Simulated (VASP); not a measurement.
# In2O3 (R-3c) in VASP: further runs

Runs on In2O3. Level: PBE. Tasks: single point.

All numbers are computed with VASP 6.6.1; they aren't measurements. Logs are shortened: lines on timing, memory, paths and dates and some standing lists are left out, and cuts for length are marked.

**1. The cell of the first run**

The structure is trigonal, space group R-3c (No. 167). The conventional cell has a = 5.559 Å, b = 5.559 Å, c = 14.701 Å, α = 90.00°, β = 90.00°, γ = 120.00°. In (site symmetry 3) has 6 O at 2.15 to 2.28 Å within 2.8 Å. Within 3.0 Å of O (site symmetry 2) lie 4 In at 2.15 to 2.28 Å and 4 O at 2.85 to 2.97 Å.

**2. Single point, PBE (13.12 Å³/atom)**

File INCAR:

```
PREC = Accurate
ENCUT = 520
EDIFF = 1E-6
ISMEAR = -1
SIGMA = 0.02
LREAL = False
LASPH = True
NELM = 80
ALGO = Normal
ISIF = 2
LWAVE = False
LCHARG = False
GGA = PE
NBANDS = 55
```

File KPOINTS:

```
regular mesh
0
Gamma
  7 7 7
```

File POSCAR:

```
In2O3
1.0
    2.7796028244      1.6048044389      4.9003143165
   -2.7796028244      1.6048044389      4.9003143165
    0.0000000000     -3.2096088778      4.9003143165
In O
4 6
Direct
    0.3573122450      0.3573122450      0.3573122450
    0.1426877550      0.1426877550      0.1426877550
    0.6426877550      0.6426877550      0.6426877550
    0.8573122450      0.8573122450      0.8573122450
    0.5462940291      0.9537059709      0.2500000000
    0.2500000000      0.5462940291      0.9537059709
    0.9537059709      0.2500000000      0.5462940291
    0.4537059709      0.0462940291      0.7500000000
    0.7500000000      0.4537059709      0.0462940291
    0.0462940291      0.7500000000      0.4537059709
```

Potentials or basis: VASP PAW PBE potentials, release 64 (In_d, O).

On the command line:

```bash
$ cat potpaw_PBE.64/In_d/POTCAR potpaw_PBE.64/O/POTCAR > POTCAR
$ mpirun -np 1 vasp_std > vasp.out
```

OUTCAR:

```text
PREC = Accurate
   ENCUT = 520
   EDIFF = 1E-6
   ISMEAR = -1
   LREAL = False
   LASPH = True
   NELM = 80
   ISIF = 2
   GGA = PE

 ion  position               nearest neighbor table
   1  0.357  0.357  0.357-   9 2.15   8 2.15  10 2.15   7 2.28   6 2.28   5 2.28   2 3.16   3 3.29
                             3 3.29   3 3.29   2 3.65   2 3.65   2 3.65
   2  0.143  0.143  0.143-  10 2.15   8 2.15   9 2.15   7 2.28   6 2.28   5 2.28   1 3.16   4 3.29
                             4 3.29   4 3.29   1 3.65   1 3.65   1 3.65
   3  0.643  0.643  0.643-   6 2.15   5 2.15   7 2.15   9 2.28  10 2.28   8 2.28   4 3.16   1 3.29
                             1 3.29   1 3.29   4 3.65   4 3.65   4 3.65
   4  0.857  0.857  0.857-   7 2.15   5 2.15   6 2.15   9 2.28  10 2.28   8 2.28   3 3.16   2 3.29
                             2 3.29   2 3.29   3 3.65   3 3.65   3 3.65
   5  0.546  0.954  0.250-   3 2.15   4 2.15   1 2.28   2 2.28
   6  0.250  0.546  0.954-   3 2.15   4 2.15   1 2.28   2 2.28
   7  0.954  0.250  0.546-   4 2.15   3 2.15   1 2.28   2 2.28
   8  0.454  0.046  0.750-   1 2.15   2 2.15   3 2.28   4 2.28
   9  0.750  0.454  0.046-   1 2.15   2 2.15   3 2.28   4 2.28
  10  0.046  0.750  0.454-   2 2.15   1 2.15   3 2.28   4 2.28

  LATTYP: Found a trigonal (rhomboedric) cell.
 ALAT       =     5.8578724422
 COS(alpha) =     0.5496857780

  Lattice vectors:

 A1 = (   2.7796028244,   1.6048044389,   4.9003143165)
 A2 = (  -2.7796028244,   1.6048044389,   4.9003143165)
 A3 = (   0.0000000000,  -3.2096088778,   4.9003143165)

Analysis of symmetry for initial positions (statically):
=====================================================================
 Subroutine PRICEL returns:
 Original cell was already a primitive cell.

 Routine SETGRP: Setting up the symmetry group for a
 trigonal (rhombohedral) supercell.

 Subroutine GETGRP returns: Found 12 space group operations
 (whereof  6 operations were pure point group operations)
 out of a pool of 12 trial point group operations.

The static configuration has the point symmetry S_6 .
 The point group associated with its full space group is D_3d.

Analysis of symmetry for dynamics (positions and initial velocities):
=====================================================================
 Subroutine PRICEL returns:
 Original cell was already a primitive cell.

 Routine SETGRP: Setting up the symmetry group for a
 trigonal (rhombohedral) supercell.

 Subroutine GETGRP returns: Found 12 space group operations
 (whereof  6 operations were pure point group operations)
 out of a pool of 12 trial point group operations.

The dynamic configuration has the point symmetry S_6 .
 The point group associated with its full space group is D_3d.

 Subroutine INISYM returns: Found 12 space group operations
 (whereof  6 operations are pure point group operations),
 and found     1 'primitive' translations

----------------------------------------------------------------------------------------

                                     Primitive cell

  volume of cell :     131.1535

  direct lattice vectors                    reciprocal lattice vectors
     2.779602824  1.604804439  4.900314317     0.179881815  0.103854814  0.068022847
    -2.779602824  1.604804439  4.900314317    -0.179881815  0.103854814  0.068022847
     0.000000000 -3.209608878  4.900314317     0.000000000 -0.207709628  0.068022847

  length of vectors
     5.857872442  5.857872442  5.857872442     0.218564401  0.218564401  0.218564401

  position of ions in fractional coordinates (direct lattice)
     0.357312245  0.357312245  0.357312245
     0.142687755  0.142687755  0.142687755
     0.642687755  0.642687755  0.642687755
     0.857312245  0.857312245  0.857312245
     0.546294029  0.953705971  0.250000000
     0.250000000  0.546294029  0.953705971
     0.953705971  0.250000000  0.546294029
     0.453705971  0.046294029  0.750000000
     0.750000000  0.453705971  0.046294029
     0.046294029  0.750000000  0.453705971

  ion indices of the primitive-cell ions
   primitive index   ion index
                 1           1
                 2           2
                 3           3
                 4           4
                 5           5
                 6           6
                 7           7
                 8           8
                 9           9
                10          10

----------------------------------------------------------------------------------------

 KPOINTS: regular mesh

Automatic generation of k-mesh.
 Grid dimensions read from file:
 generate k-points for:    7    7    7

 Generating k-lattice:

  Cartesian coordinates                     Fractional coordinates (reciprocal lattice)
     0.025697402  0.014836402  0.009717550     0.142857143  0.000000000  0.000000000
    -0.025697402  0.014836402  0.009717550     0.000000000  0.142857143  0.000000000
     0.000000000 -0.029672804  0.009717550     0.000000000  0.000000000  0.142857143

  Length of vectors
     0.031223486  0.031223486  0.031223486

  Shift w.r.t. Gamma in fractional coordinates (k-lattice)
     0.000000000  0.000000000  0.000000000

 Subroutine IBZKPT returns following result:
 ===========================================

 Found     44 irreducible k-points:

 Following reciprocal coordinates:
            Coordinates               Weight
  0.000000  0.000000  0.000000      1.000000
  0.142857  0.000000 -0.000000      6.000000
  0.285714  0.000000  0.000000      6.000000
  0.428571  0.000000  0.000000      6.000000
  0.142857  0.142857 -0.000000      6.000000
  0.285714  0.142857  0.000000     12.000000
[... 16 lines left out ...]
  0.285714  0.285714  0.142857      6.000000
  0.428571  0.285714  0.142857     12.000000
 [... further k-points ...]
   k-points           NKPTS =     44   k-points in BZ     NKDIM =     44   number of bands    NBANDS=     55
   number of dos      NEDOS =    301   number of ions     NIONS =     10
   total plane-waves  NPLWV = 110592
   dimension x,y,z NGX =    48 NGY =   48 NGZ =   48
   dimension x,y,z NGXF=    96 NGYF=   96 NGZF=   96
   ions per type =               4   6
   NGX,Y,Z   is equivalent  to a cutoff of  13.62, 13.62, 13.62 a.u.
   NGXF,Y,Z  is equivalent  to a cutoff of  27.24, 27.24, 27.24 a.u.
 SYSTEM =  unknown system
   PREC   = accura    normal or accurate (medium, high low for compatibility)
   ISTART =      0    job   : 0-new  1-cont  2-samecut
   ICHARG =      2    charge: 1-file 2-atom 10-const
   ISPIN  =      1    spin polarized calculation?
   LNONCOLLINEAR =      F non collinear calculations
   LSORBIT =      F    spin-orbit coupling
   LASPH  =      T    aspherical Exc in radial PAW
   ENCUT  =  520.0 eV  38.22 Ry    6.18 a.u.  10.89 10.89 10.89*2*pi/ulx,y,z
   NELM   =     80;   NELMIN=  2; NELMDL= -5     # of ELM steps
   EDIFF  = 0.1E-05   stopping-criterion for ELM
   LREAL  =      F    real-space projection
   EDIFFG = 0.1E-04   stopping-criterion for IOM
   NSW    =      0    number of steps for IOM
   IBRION =     -1    ionic relax: 0-MD 1-quasi-New 2-CG
   NFREE  =      0    steps in history (QN), initial steepest desc. (CG)
   ISIF   =      2    stress and relaxation
   ISYM   =      2    0-nonsym 1-usesym 2-fastsym
   POTIM  = 0.5000    time-step for ionic-motion
   TEBEG  =    0.0;   TEEND  =   0.0 temperature during run
   PSTRESS=    0.0 pullay stress
   NELECT =      88.0000    total number of electrons
   NUPDOWN=      -1.0000    fix difference up-down
   EMIN   =  10.00;   EMAX   =-10.00  energy-range for DOS
   EFERMI =   0.00;   METHOD = LEGACY
   ISMEAR =    -1;   SIGMA  =   0.02  broadening in eV -4-tet -1-fermi 0-gaus
   EFERMI_NEDOS =   21; number of points for ismear=-14 and -15
   IALGO  =     38    algorithm
   IMIX   =      4    mixing-type and parameters
     AMIX     =   0.40;   BMIX     =  1.00
     AMIX_MAG =   1.60;   BMIX_MAG =  1.00
  volume/ion in A,a.u.               =      13.12        88.51
  Fermi-wavevector in a.u.,A,eV,Ry     =   1.433207  2.708369 27.947502  2.054083
  Thomas-Fermi vector in A             =   2.552751
   LORBIT       =      0    0 simple, 1 ext, 2 COOP (PROOUT), +10 PAW based schemes
   GGA     = PE    functional components
   LHFCALC =     F    Hartree Fock is set to
   AEXX    =    0.0000 exact exchange contribution
   IVDW    =     0    specifies the selected vdW correction
   LEPSILON=     F    determine dielectric tensor
   LRPA    =     F    only Hartree local field effects (RPA)
 non-spin polarized calculation
  energy-cutoff  :      520.00
  volume of cell :      131.15
 maximum number of plane-waves:      3573
 NGX is ok and might be reduce to    48
   NGX = 21   NGY = 21   NGZ = 21

 number of electron      88.0000013 magnetization

 Free energy of the ion-electron system (eV)
  ---------------------------------------------------
  ext. energy  EPLUGINS =         0.00000000
  ---------------------------------------------------
  free energy    TOTEN  =       -55.46494954 eV

  energy without entropy =      -55.46494954  energy(sigma->0) =      -55.46494954

 E-fermi :   5.6213     XC(G=0): -11.0271

 val. band max:        5.1724672375   @ k =   0.2857   0.0000   0.0000
 cond. band min:       6.1943474564   @ k =   0.0000   0.0000   0.0000
 fundamental gap:      1.0218802189
 Fermi energy:         5.6213039344

 k-point     1 :       0.0000    0.0000    0.0000
  band No.  band energies     occupation
      1     -12.2316      2.00000
      2     -11.4107      2.00000
      3     -11.4107      2.00000
      4     -11.2118      2.00000
      5     -11.2118      2.00000
      6     -11.1309      2.00000
[... 47 lines left out ...]
     54      14.8649      0.00000
     55      15.3627      0.00000

 k-point     2 :       0.1429    0.0000   -0.0000
  band No.  band energies     occupation
      1     -12.1788      2.00000
      2     -11.4042      2.00000
      3     -11.4003      2.00000
      4     -11.2587      2.00000
      5     -11.2229      2.00000
      6     -11.1487      2.00000
[... 47 lines left out ...]
     54      15.3689      0.00000
     55      15.3780      0.00000

 k-point     3 :       0.2857    0.0000    0.0000
  band No.  band energies     occupation
      1     -12.0320      2.00000
      2     -11.4014      2.00000
      3     -11.3760      2.00000
      4     -11.3696      2.00000
      5     -11.2544      2.00000
      6     -11.1950      2.00000
[... 1152 lines left out ...]
 k-point    23 :       0.2857    0.2857    0.1429
  band No.  band energies     occupation
      1     -12.0620      2.00000
      2     -11.4361      2.00000
      3     -11.3498      2.00000
      4     -11.3100      2.00000
      5     -11.2715      2.00000
      6     -11.2028      2.00000
[... 47 lines left out ...]
     54      15.2899      0.00000
     55      15.8761      0.00000

 k-point    24 :       0.4286    0.2857    0.1429
  band No.  band energies     occupation
      1     -11.9460      2.00000
      2     -11.4932      2.00000
      3     -11.3679      2.00000
      4     -11.3293      2.00000
      5     -11.2945      2.00000
      6     -11.1948      2.00000
[... 47 lines left out ...]
     54      15.4554      0.00000
     55      15.9379      0.00000

 [... further k-points ...]

------------------------ aborting loop because EDIFF is reached ----------------------------------------

  FORCE on cell =-STRESS in cart. coord.  units (eV):
  Direction    XX          YY          ZZ          XY          YZ          ZX
  --------------------------------------------------------------------------------------
  -------------------------------------------------------------------------------------
  Total        1.6451301      1.6451301      1.4026485      0.0000000     -0.0000000     -0.0000000
  in kB       20.0969789     20.0969789     17.1348134      0.0000000     -0.0000000     -0.0000000
  external PRESSURE =      19.1095904 kB  Pullay stress =       0.0000000 kB

 VOLUME and BASIS-vectors are now :
 -----------------------------------------------------------------------------
  energy-cutoff  :      520.00
  volume of cell :      131.15
      direct lattice vectors                 reciprocal lattice vectors
     2.779602824  1.604804439  4.900314317     0.179881815  0.103854814  0.068022847
    -2.779602824  1.604804439  4.900314317    -0.179881815  0.103854814  0.068022847
     0.000000000 -3.209608878  4.900314317     0.000000000 -0.207709628  0.068022847

 POSITION                                       TOTAL-FORCE (eV/Angst)
 -----------------------------------------------------------------------------------
      0.00000      0.00000      5.25283         0.000000      0.000000      0.001329
      0.00000      0.00000      2.09764         0.000000     -0.000000     -0.001329
      0.00000      0.00000      9.44812         0.000000      0.000000     -0.001329
      0.00000      0.00000     12.60330         0.000000      0.000000      0.001329
     -1.13244      1.60480      8.57555         0.001913     -0.000000     -0.000000
     -0.82358     -1.78313      8.57555        -0.000956      0.001657     -0.000000
      1.95602      0.17832      8.57555        -0.000956     -0.001657     -0.000000
      1.13244     -1.60480      6.12539        -0.001913      0.000000     -0.000000
      0.82358      1.78313      6.12539         0.000956     -0.001657     -0.000000
     -1.95602     -0.17832      6.12539         0.000956      0.001657     -0.000000
 -----------------------------------------------------------------------------------
    total drift:                                0.000000      0.000000     -0.000000

  FREE ENERGIE OF THE ION-ELECTRON SYSTEM (eV)
  ---------------------------------------------------
  free  energy   TOTEN  =       -55.4649495423 eV

  energy  without entropy=      -55.4649495422  energy(sigma->0) =      -55.46494954
```

It took 7.2 min on 1 thread of Intel Xeon Platinum 8259CL at 2.50GHz (Skylake/Cascade Lake), shared host; peak memory 0.44 GiB.

What came out:

* Free energy: -55.4649 eV
* Pressure: 1.9 GPa
* Band gap on the k mesh: 1.02 eV (least direct gap 1.09 eV)

Caveat: spin-orbit coupling is left out, which moves the levels of the heavy elements; an odd mesh through Γ misses points on the zone boundary, where band edges can lie.

**3. Single point, PBE (12.86 Å³/atom)**

This run uses another cell than the first one, of 12.86 Å³/atom.

File INCAR:

```
PREC = Accurate
ENCUT = 520
EDIFF = 1E-7
ISMEAR = -1
SIGMA = 0.02
LREAL = F
LASPH = T
NELM = 80
ALGO = Normal
ISIF = 2
LWAVE = F
LCHARG = F
GGA = PE
NBANDS = 55
```

KPOINTS is that of step 2.

File POSCAR:

```
In2O3
1.0
    2.7616694037      1.5944505736      4.8686985053
   -2.7616694037      1.5944505736      4.8686985053
    0.0000000000     -3.1889011472      4.8686985053
In O
4 6
Direct
    0.3575793316      0.3575793316      0.3575793316
    0.1424206684      0.1424206684      0.1424206684
    0.6424206684      0.6424206684      0.6424206684
    0.8575793316      0.8575793316      0.8575793316
    0.5460904953      0.9539095047      0.2500000000
    0.2500000000      0.5460904953      0.9539095047
    0.9539095047      0.2500000000      0.5460904953
    0.4539095047      0.0460904953      0.7500000000
    0.7500000000      0.4539095047      0.0460904953
    0.0460904953      0.7500000000      0.4539095047
```

Potentials or basis: VASP PAW PBE potentials, release 64 (In_d, O).

On the command line:

```bash
$ cat potpaw_PBE.64/In_d/POTCAR potpaw_PBE.64/O/POTCAR > POTCAR
$ mpirun -np 1 vasp_std > vasp.out
```

Run time: 10 min. Hardware: 1 thread of Intel Xeon Platinum 8259CL at 2.50GHz (Skylake/Cascade Lake), shared host; peak memory 0.45 GiB.

It converged, with:

- Free energy: -55.4061 eV
- Pressure: 5.2 GPa
- Largest force: 0.003 eV/Å
- Band gap on the k mesh: 1.15 eV (least direct gap 1.20 eV)

Forces in eV/Å, atoms in the order of the input:
```
In   0.000  0.000 -0.003
In   0.000  0.000  0.003
In   0.000  0.000  0.003
In   0.000  0.000 -0.003
O   -0.003  0.000  0.000
O    0.001 -0.002  0.000
O    0.001  0.002  0.000
O    0.003  0.000  0.000
O   -0.001  0.002  0.000
O   -0.001 -0.002  0.000
```

Stress tensor (GPa, compression positive):
```
5.53 0.00 0.00
0.00 5.53 0.00
0.00 0.00 4.53
```

Levels at points of the mesh, in eV from the valence-band top:
| k point | band 41 | band 42 | band 43 | band 44 | band 45 | band 46 | band 47 | band 48 |
| --- | --- | --- | --- | --- | --- | --- | --- | --- |
| (0.00, 0.00, 0.00) | -0.26 | -0.26 | -0.05 | -0.05 | 1.15 | 5.44 | 6.11 | 7.15 |

Caveat: the cell stands under pressure; spin-orbit coupling is left out, which moves the levels of the heavy elements; an odd mesh through Γ misses points on the zone boundary, where band edges can lie.

**4. Single point, PBE (z stretched by +2 %, then relaxed in part)**

File INCAR:

```
SYSTEM = In2O3
ALGO = Normal
EDIFF = 1E-7
ENCUT = 520
GGA = PE
ISIF = 2
ISMEAR = -1
LASPH = .TRUE.
LCHARG = .TRUE.
LELF = .TRUE.
LREAL = .FALSE.
LVHAR = .TRUE.
LWAVE = .FALSE.
NBANDS = 55
NELM = 80
PREC = Accurate
SIGMA = 0.02
```

File KPOINTS:

```
k-points
0
G
  7 7 7
  0 0 0
```

File POSCAR:

```
In2O3
1.0
    2.7435000000      1.5839604635      4.9334000000
   -2.7435000000      1.5839604635      4.9334000000
    0.0000000000     -3.1679209270      4.9334000000
In O
4 6
Direct
    0.3566783510      0.3566783510      0.3566783510
    0.1433216490      0.1433216490      0.1433216490
    0.6433216490      0.6433216490      0.6433216490
    0.8566783510      0.8566783510      0.8566783510
    0.5464848526      0.9535151474      0.2500000000
    0.2500000000      0.5464848526      0.9535151474
    0.9535151474      0.2500000000      0.5464848526
    0.4535151474      0.0464848526      0.7500000000
    0.7500000000      0.4535151474      0.0464848526
    0.0464848526      0.7500000000      0.4535151474
```

On the command line:

```bash
$ cat potpaw_PBE.64/In_d/POTCAR potpaw_PBE.64/O/POTCAR > POTCAR
$ mpirun -np 1 vasp_std > vasp.out
```

Wall time 10 min (1 thread of Intel Xeon Platinum 8259CL at 2.50GHz (Skylake/Cascade Lake), shared host); peak memory 0.45 GiB.

Results (log left out):

| Quantity | Value |
| --- | --- |
| Free energy | -55.3821 eV |
| Pressure | 5.6 GPa |
| Largest force | 0.014 eV/Å |
| Band gap on the k mesh | 1.18 eV (least direct gap 1.19 eV) |

Forces in eV/Å, atoms in the order of the input:
```
In   0.000  0.000 -0.014
In   0.000  0.000  0.014
In   0.000  0.000  0.014
In   0.000  0.000 -0.014
O   -0.012  0.000  0.000
O    0.006 -0.011  0.000
O    0.006  0.011  0.000
O    0.012  0.000  0.000
O   -0.006  0.011  0.000
O   -0.006 -0.011  0.000
```

Stress tensor (GPa, compression positive):
```
6.85 0.00 0.00
0.00 6.85 0.00
0.00 0.00 3.24
```

Levels at points of the mesh, in eV from the valence-band top:
```csv
k point,band 42,band 43,band 44,band 45,band 46,band 47
"(0.00, 0.00, 0.00)",-0.26,-0.01,-0.01,1.18,5.52,6.11
```

Caveat: the cell differs from its parent crystal (z stretched by +2 %, then relaxed in part); the cell stands under pressure; spin-orbit coupling is left out, which moves the levels of the heavy elements; an odd mesh through Γ misses points on the zone boundary, where band edges can lie.

**5. Summary**

| cell | gap on the mesh (eV) | pressure (GPa) |
| --- | --- | --- |
| a = 5.858 Å, angles 56.7°, 10 atoms, atomic positions A | 1.02 | 1.9 |
| a = 5.820 Å, angles 56.7°, 10 atoms, atomic positions A | 1.15 | 5.2 |
| a = 5.863 Å, angles 55.8°, 10 atoms, atomic positions B | 1.18 | 5.6 |

Alike in all rows: task single point; level PBE; potentials or basis VASP PAW PBE potentials, release 64 (In_d, O); no spin polarisation; k mesh 7 × 7 × 7; cutoff (eV) 520; smearing fermi-dirac 0.02 eV.

Caveats: spin-orbit coupling is left out, which moves the levels of the heavy elements; an odd mesh through Γ misses points on the zone boundary, where band edges can lie; the cell stands under pressure (at least some runs).

Total energies depend on the potentials used, so only differences within one code and one set of settings carry meaning.
